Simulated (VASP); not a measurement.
A run of VASP 6.6.1 is set up as follows.

Contents of POSCAR:

```
NaI
1.0
    0.0000000000      3.2625704919      3.2625704919
    3.2625704919      0.0000000000      3.2625704919
    3.2625704919      3.2625704919      0.0000000000
Na I
1 1
Direct
    0.0000000000      0.0000000000      0.0000000000
    0.5000000000      0.5000000000      0.5000000000
```

File INCAR.step1:

```
PREC = Accurate
ENCUT = 520
ISMEAR = 0
SIGMA = 0.01
LREAL = F
LASPH = T
NELM = 80
NBANDS = 14
GGA = PE
ALGO = Normal
EDIFF = 1E-4
LWAVE = T
LCHARG = F
```

File INCAR.step2:

```
PREC = Accurate
ENCUT = 520
EDIFF = 1E-6
ISMEAR = 0
SIGMA = 0.01
LREAL = F
LASPH = T
NELM = 80
ALGO = Normal
ISIF = 2
LWAVE = F
LCHARG = F
METAGGA = R2SCAN
LMIXTAU = T
NBANDS = 14
ISTART = 1
```

The input KPOINTS:

```
regular mesh
0
Gamma
  8 8 8
```

Potentials or basis: VASP PAW PBE potentials, release 64 (Na_pv, I).

Command:

```bash
$ cat potpaw_PBE.64/Na_pv/POTCAR potpaw_PBE.64/I/POTCAR > POTCAR
$ cp INCAR.step1 INCAR
$ mpirun -np 1 vasp_std > vasp.out
$ cp INCAR.step2 INCAR
$ mpirun -np 1 vasp_std > vasp.out
```

Question: What does it give for the pressure?

Answer: -0.5 GPa.

Question: What does it give for the band gap on the k mesh?

Answer: 4.37 eV, direct.

Caveat: the cell differs from its parent crystal (strain +1.0%); the PAW data sets were made with another functional, which shifts forces and pressure a little; spin-orbit coupling is left out, which moves the levels of the heavy elements. A k mesh can miss the band edges.
